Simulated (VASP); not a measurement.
# As (R-3m) in VASP: notebook, part 2 of 2

VASP 6.6.1. The steps go on from the part before.

**4. Relaxation of cell and atoms, PBEsol, target pressure 20 GPa, at which the enthalpy is minimised**

INCAR

```
SYSTEM = As
PREC = Accurate ; ENCUT = 600
EDIFF = 1E-7 ; ISMEAR = -1
SIGMA = 0.05 ; LREAL = .False.
LASPH = .True. ; NELM = 100
ALGO = Normal ; ISIF = 3
LWAVE = .False. ; LCHARG = .False.
GGA = PS ; IBRION = 2
NSW = 60 ; EDIFFG = -0.01
PSTRESS = 200.0
```

KPOINTS

```
regular mesh
0
Gamma
  9 9 9
  0 0 0
```

POSCAR

```
As
1.0
    1.8807968987      1.0858785957      3.5140619945
   -1.8807968987      1.0858785957      3.5140619945
    0.0000000000     -2.1717571915      3.5140619945
As
2
Direct
    0.2260000000      0.2260000000      0.2260000000
    0.7740000000      0.7740000000      0.7740000000
```

Potentials or basis: VASP PAW PBE potentials, release 64 (As).

Run with:

```console
> cat potpaw_PBE.64/As/POTCAR > POTCAR
> mpirun -np 1 vasp_std > vasp.out
```

OUTCAR:

```text
SYSTEM = As
   PREC = Accurate
   ENCUT = 600
   EDIFF = 1E-7
   ISMEAR = -1
   LREAL = .False.
   LASPH = .True.
   NELM = 100
   ISIF = 3
   GGA = PS
   IBRION = 2
   NSW = 60
   EDIFFG = -0.01
   PSTRESS = 200.0

 ion  position               nearest neighbor table
   1  0.226  0.226  0.226-   2 2.51   2 2.51   2 2.51
   2  0.774  0.774  0.774-   1 2.51   1 2.51   1 2.51

  LATTYP: Found a trigonal (rhomboedric) cell.
 ALAT       =     4.1310000000
 COS(alpha) =     0.5854247172

  Lattice vectors:

 A1 = (   1.8807968987,   1.0858785957,   3.5140619945)
 A2 = (  -1.8807968987,   1.0858785957,   3.5140619945)
 A3 = (   0.0000000000,  -2.1717571915,   3.5140619945)

Analysis of symmetry for initial positions (statically):
=====================================================================
 Subroutine PRICEL returns:
 Original cell was already a primitive cell.

 Routine SETGRP: Setting up the symmetry group for a
 trigonal (rhombohedral) supercell.

 Subroutine GETGRP returns: Found 12 space group operations
 (whereof 12 operations were pure point group operations)
 out of a pool of 12 trial point group operations.

The static configuration has the point symmetry D_3d.

Analysis of symmetry for dynamics (positions and initial velocities):
=====================================================================
 Subroutine PRICEL returns:
 Original cell was already a primitive cell.
[... 194 lines left out ...]

 number of electron      10.0000000 magnetization

 E-fermi :  10.6546     XC(G=0): -11.9158

 val. band max:       10.5962351690   @ k =   0.2222   0.2222   0.1111
 cond. band min:      10.6764030068   @ k =  -0.4444   0.1111   0.0000
 fundamental gap:      0.0801678378
 Fermi energy:        10.6546295130

 k-point     1 :       0.0000    0.0000    0.0000
  band No.  band energies     occupation
      1      -8.7906      2.00000
      2       6.5623      2.00000
      3       7.2481      2.00000
      4       7.8646      2.00000
      5       7.8646      2.00000
      6      12.6785      0.00000
      7      14.1601      0.00000
      8      14.1601      0.00000
      9      17.3707      0.00000
[... 347 lines left out ...]
  energy  without entropy=       -9.8451674290  energy(sigma->0) =       -9.84641288

  enthalpy is  TOTEN    =        -5.3192461886 eV   P V=        4.5284121366

[... ionic steps 4 to 15 ...]

--------------------------------------- Ionic step       16  -------------------------------------------

 number of electron      10.0000000 magnetization

------------------------ aborting loop because EDIFF is reached ----------------------------------------
[... 71 lines left out ...]
--------------------------------------- Ionic step       18  -------------------------------------------

 number of electron      10.0000000 magnetization

 Free energy of the ion-electron system (eV)
  ---------------------------------------------------
  ext. energy  EPLUGINS =         0.00000000
  ---------------------------------------------------
  free energy    TOTEN  =        -9.82632454 eV

  energy without entropy =       -9.82313487  energy(sigma->0) =       -9.82472970

 E-fermi :   7.8785     XC(G=0): -11.2212

 val. band max:        7.8364517359   @ k =   0.3333   0.3333   0.3333
 cond. band min:       7.9555641512   @ k =  -0.3333   0.1111   0.0000
 fundamental gap:      0.1191124153
 Fermi energy:         7.8785467828

 k-point     1 :       0.0000    0.0000    0.0000
  band No.  band energies     occupation
      1      -8.8555      2.00000
      2       4.0838      2.00000
      3       5.5016      2.00000
      4       5.6122      2.00000
      5       5.6122      2.00000
      6      11.6676      0.00000
      7      12.1944      0.00000
      8      12.1944      0.00000
      9      13.6830      0.00000
[... 309 lines left out ...]
  energy  without entropy=       -9.8231348673  energy(sigma->0) =       -9.82472970

  enthalpy is  TOTEN    =        -5.5973777226 eV   P V=        4.2289468156

 reached required accuracy - stopping structural energy minimisation
```

OSZICAR:

```text
N       E                     dE             d eps       ncg     rms          rms(c)
DAV:   1     0.336009130110E+02    0.33601E+02   -0.46782E+03  1530   0.104E+03
DAV:   2    -0.888010320739E+01   -0.42481E+02   -0.41256E+02  2351   0.128E+02
DAV:   3    -0.102327267819E+02   -0.13526E+01   -0.13416E+01  1716   0.283E+01
DAV:   4    -0.102408212804E+02   -0.80945E-02   -0.80910E-02  1890   0.223E+00
[... 145 lines left out ...]
DAV:   1    -0.982632027213E+01    0.11344E-02   -0.37596E-03  1694   0.387E-01    0.193E-02
DAV:   2    -0.982632611058E+01   -0.58384E-05   -0.96490E-05  1707   0.834E-02    0.801E-03
DAV:   3    -0.982632475171E+01    0.13589E-05   -0.17590E-06  1854   0.909E-03    0.252E-03
DAV:   4    -0.982632457979E+01    0.17191E-06   -0.21565E-07  1211   0.304E-03    0.932E-04
DAV:   5    -0.982632453817E+01    0.41624E-07   -0.96975E-09   783   0.887E-04
  18 F= -.55973777E+01 E0= -.55957829E+01  d E =-.921325E-04
```

CONTCAR:

```text
As
   1.00000000000000
     1.8048907721120904    1.0420541729812618    3.0020667061349089
    -1.8048907721120904    1.0420541729812618    3.0020667061349089
     0.0000000000000000   -2.0841083461732426    3.0020667061734256
  As
     2
Direct
     0.2406142255297453    0.2406142255297453    0.2406142255297234
     0.7593857744702547    0.7593857744702547    0.7593857744702767

  0.00000000E+00  0.00000000E+00  0.00000000E+00
  0.00000000E+00  0.00000000E+00  0.00000000E+00
```

Wall time 3.9 min (1 thread of AMD EPYC 9R45 (Zen 5), shared host); peak memory 0.2 GiB.

Results:

| Property | Result |
| --- | --- |
| Free energy | -9.8263 eV |
| Relaxed volume | 16.94 Å³/atom |
| Relaxed cell | a = 3.655 Å, b = 3.655 Å, c = 3.655 Å, α = 59.19°, β = 59.19°, γ = 59.19° |
| Space group after relaxing (to 0.05 Å) | R-3m (No. 166) |
| Energy change on relaxing (the enthalpy is what falls) | +189.3 meV/atom |
| Ionic steps | 18 |
| Pressure after relaxing | 20.0 GPa |
| Band gap on the k mesh | zero (band 5 reaches 8.32 eV, above the bottom of band 6 at 7.53 eV) |

The path:
```tsv
step	energy change (eV)	largest force (eV/Å)	pressure (GPa)	volume (Å³)
1	0.0000	0.4398	0.69	43.06
2	2.1813	4.4466	70.93	28.83
3	0.3572	1.8025	19.56	36.28
4	0.3914	1.8794	20.74	35.99
5	0.3934	0.6218	21.88	34.16
6	0.4783	0.1672	23.81	33.27
7	0.2458	0.1896	14.24	35.19
8	0.3604	0.0123	19.29	34.12
9	0.3594	0.0108	19.40	34.07
10	0.3627	0.0197	19.59	34.01
11	0.3832	0.0443	20.04	33.87
12	0.3663	0.0225	19.70	33.98
13	0.3673	0.0236	19.73	33.97
14	0.3669	0.0231	19.72	33.97
15	0.3880	0.0356	20.50	33.80
16	0.3763	0.0287	20.07	33.90
17	0.3774	0.0129	20.03	33.89
18	0.3786	0.0017	20.00	33.88
```

Final structure:
```
CELL_PARAMETERS angstrom
1.80489 1.04205 3.00207
-1.80489 1.04205 3.00207
0.00000 -2.08411 3.00207
ATOMIC_POSITIONS crystal
As 0.24061 0.24061 0.24061
As 0.75939 0.75939 0.75939
```

Levels at points of the mesh, in eV from the Fermi level:
| k point | band 2 | band 3 | band 4 | band 5 | band 6 | band 7 | band 8 | band 9 |
| --- | --- | --- | --- | --- | --- | --- | --- | --- |
| (0.00, 0.00, 0.00) | -3.79 | -2.38 | -2.27 | -2.27 | 3.79 | 4.32 | 4.32 | 5.80 |

Caveat: the cell is relaxed towards a set pressure, so the enthalpy falls and the energy may rise; the volume moved by over 15 % at a fixed basis, so the end points are rough; the PAW data sets were made with another functional, which shifts forces and pressure a little.

**5. Overview**

| cell | gap on the mesh (eV) | pressure (GPa) |
| --- | --- | --- |
| relaxed to 5 GPa | none | 5.0 |
| relaxed to 10 GPa | none | 10.0 |
| relaxed to 20 GPa | none | 20.0 |

Alike in all rows: task relaxation of cell and atoms; level PBEsol; potentials or basis VASP PAW PBE potentials, release 64 (As); no spin polarisation; k mesh 9 × 9 × 9; cutoff (eV) 600; smearing fermi-dirac 0.05 eV.

Caveats: the cell is relaxed towards a set pressure, so the enthalpy falls and the energy may rise; the PAW data sets were made with another functional, which shifts forces and pressure a little; the volume moved by over 15 % at a fixed basis, so the end points are rough (some runs).

Absolute energies hang on the potentials; compare differences alone.
